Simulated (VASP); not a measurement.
A run of VASP 6.6.1 is set up as follows.

File INCAR:

```
SYSTEM = Ta2H3
ALGO = Normal
EDIFF = 1E-7
ENCUT = 520
GGA = PE
ISIF = 2
ISMEAR = 0
LASPH = .TRUE.
LCHARG = .TRUE.
LELF = .TRUE.
LREAL = .FALSE.
LVHAR = .TRUE.
LWAVE = .FALSE.
NBANDS = 20
NELM = 100
PREC = Accurate
SIGMA = 0.1
```

Contents of KPOINTS:

```
k-points
0
G
  4 4 4
  0 0 0
```

Contents of POSCAR:

```
Ta2H3
1.0
    3.5718973333      0.0000000000      0.0000000000
    0.0000000000      3.5718973333      0.0000000000
    0.0000000000      0.0000000000      3.5718973333
Ta H
2 3
Direct
    0.5000000000      0.5000000000      0.5000000000
    0.0000000000      0.0000000000      0.0000000000
    0.5000000000      0.0000000000      0.0000000000
    0.0000000000      0.5000000000      0.0000000000
    0.0000000000      0.0000000000      0.5000000000
```

Potentials or basis: VASP PAW PBE potentials, release 64 (Ta_pv, H).

Launch:

```bash
$ cat potpaw_PBE.64/Ta_pv/POTCAR potpaw_PBE.64/H/POTCAR > POTCAR
$ mpirun -np 1 vasp_std > vasp.out
```

(1) Predict the pressure.

Results:

(1) 0.1 GPa.

Caveat: the k points lie up to 0.44 Å⁻¹ apart.
